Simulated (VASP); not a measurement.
A run of VASP 6.6.1 is set up as follows.

Contents of INCAR:

```
PREC = Accurate
ENCUT = 500
EDIFF = 1E-6
ISMEAR = 0
SIGMA = 0.01
LREAL = False
LASPH = True
NELM = 120
ALGO = Normal
ISIF = 2
LWAVE = False
LCHARG = False
GGA = PE
NBANDS = 11
GGA_COMPAT = False
```

Contents of KPOINTS:

```
Automatic mesh
0
Gamma
  8 8 8
```

POSCAR

```
BP
1.0
    0.0000000000      2.1906954137      2.1906954137
    2.1906954137      0.0000000000      2.1906954137
    2.1906954137      2.1906954137      0.0000000000
B P
1 1
Direct
    0.0000000000      0.0000000000      0.0000000000
    0.2500000000      0.2500000000      0.2500000000
```

Potentials or basis: VASP PAW PBE potentials, release 64 (B, P).

Launch:

```bash
$ cat potpaw_PBE.64/B/POTCAR potpaw_PBE.64/P/POTCAR > POTCAR
$ mpirun -np 1 vasp_std > vasp.out
```

Predict the pressure.

22.1 GPa.

Predict the band gap on the k mesh.

1.11 eV, indirect (least direct gap 3.58 eV).

A k mesh can miss the band edges. Expect the measured gap to be larger: semilocal functionals such as PBE lack the derivative discontinuity.
